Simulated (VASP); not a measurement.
## Pb: single point with PBEsol

Crystal: Pb.

```
CELL_PARAMETERS angstrom
0.00000 2.27222 2.37101
2.27222 0.00000 2.37101
2.27222 2.27222 0.00000
ATOMIC_POSITIONS crystal
Pb 0.00000 0.00000 0.00000
```

This cell differs from its parent crystal: strain -0.080 along x and y, -0.040 along z.

```json
{"Program": "VASP 6.6.1", "Task": "single point", "Functional": "PBEsol", "Potentials or basis": "VASP PAW PBE potentials, release 64 (Pb_d)", "Cutoff": "520 eV", "k mesh": "16 × 16 × 16", "Occupations": "gaussian, width 0.15 eV", "Spin": "no spin polarisation", "Dipole correction": "no", "Further INCAR settings": "ALGO = Normal; EDIFF = 1e-07; NBANDS = 13"}
```

```yaml
Pressure: 15.8 GPa
Band_gap_on_the_k_mesh: zero (bands 7 and 8 overlap by 11.46 eV)
```

Stress tensor (GPa, compression positive):
```
16.03  0.00  0.00
 0.00 16.03  0.00
 0.00  0.00 15.38
```

Levels at points of the mesh, in eV from the Fermi level:
| k point | band 3 | band 4 | band 5 | band 6 | band 7 | band 8 | band 9 | band 10 | band 11 | band 12 |
| --- | --- | --- | --- | --- | --- | --- | --- | --- | --- | --- |
| (0.00, 0.00, 0.00) | -17.35 | -17.16 | -17.07 | -13.57 | 9.00 | 9.00 | 9.13 | 9.68 | 13.92 | 14.11 |
| (0.50, 0.00, 0.00) | -17.32 | -16.89 | -16.85 | -8.48 | -5.53 | 6.18 | 7.14 | 9.24 | 11.13 | 12.51 |
| (0.50, 0.50, 0.00) | -16.88 | -16.81 | -16.81 | -6.96 | -4.64 | 2.53 | 2.53 | 6.42 | 7.69 | 19.81 |
| (0.50, 0.00, 0.50) | -16.89 | -16.84 | -16.77 | -6.29 | -4.22 | 1.78 | 2.06 | 5.81 | 7.14 | 18.85 |

Wall time 100 s on 1 thread of Intel Xeon 8259CL, on a shared host, peak memory 0.22 GiB.

Caveat: the cell differs from its parent crystal (strain -0.080 along x and y, -0.040 along z); the cell stands under pressure; the PAW data sets were made with another functional, which shifts forces and pressure a little; spin-orbit coupling is left out, which moves the levels of the heavy elements.
